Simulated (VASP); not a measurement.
**AlNi: single point with PBEsol**

The system is AlNi.

```
Ni Al
1.0
     2.26959   -1.37583    0.00000
     2.26959    1.37583    0.00000
    -1.33812    0.00000    3.82839
Ni Al
1 1
Direct
  0.50000 0.50000 0.50000
  0.00000 0.00000 0.00000
```

```yaml
Program: VASP 6.6.1
Task: single point
Functional: PBEsol
Potentials_or_basis: VASP PAW PBE potentials, release 64 (Ni, Al)
Cutoff: 520 eV
k_mesh: 11 × 11 × 7
Occupations: fermi-dirac, width 0.05 eV
Spin: collinear spin, ferromagnetic start
Starting_moments: "[1.0, 0.0] μB"
Dipole_correction: no
Further_INCAR_settings: ALGO = Normal; EDIFF = 1e-07; NBANDS = 18
```

| Property | Result |
| --- | --- |
| Pressure | 3.5 GPa |
| Net moment | 0.00 μB per cell |
| Valence electrons inside the program's atomic spheres | Ni 9.43; Al 0.84 |

Stress tensor (GPa, compression positive):
```
 4.23  0.00 -0.69
 0.00  2.10  0.00
-0.69  0.00  4.05
```

Levels at points of the mesh, in eV from the Fermi level:
Spin up:
```csv
k point,band 3,band 4,band 5,band 6,band 7,band 8,band 9,band 10,band 11,band 12
"(0.00, 0.00, 0.00)",-1.96,-1.76,-1.64,-1.44,-1.30,2.85,13.86,14.42,15.34,15.45
```
Spin down:
| k point | band 4 | band 5 | band 6 | band 7 | band 8 | band 9 | band 10 | band 11 |
| --- | --- | --- | --- | --- | --- | --- | --- | --- |
| (0.00, 0.00, 0.00) | -1.76 | -1.64 | -1.44 | -1.30 | 2.85 | 13.87 | 14.42 | 15.34 |

Run time: 2.2 min on 1 thread of Intel Xeon 6975P-C, on a shared host, peak memory 0.27 GiB.

Caveat: the PAW data sets were made with another functional, which shifts forces and pressure a little.
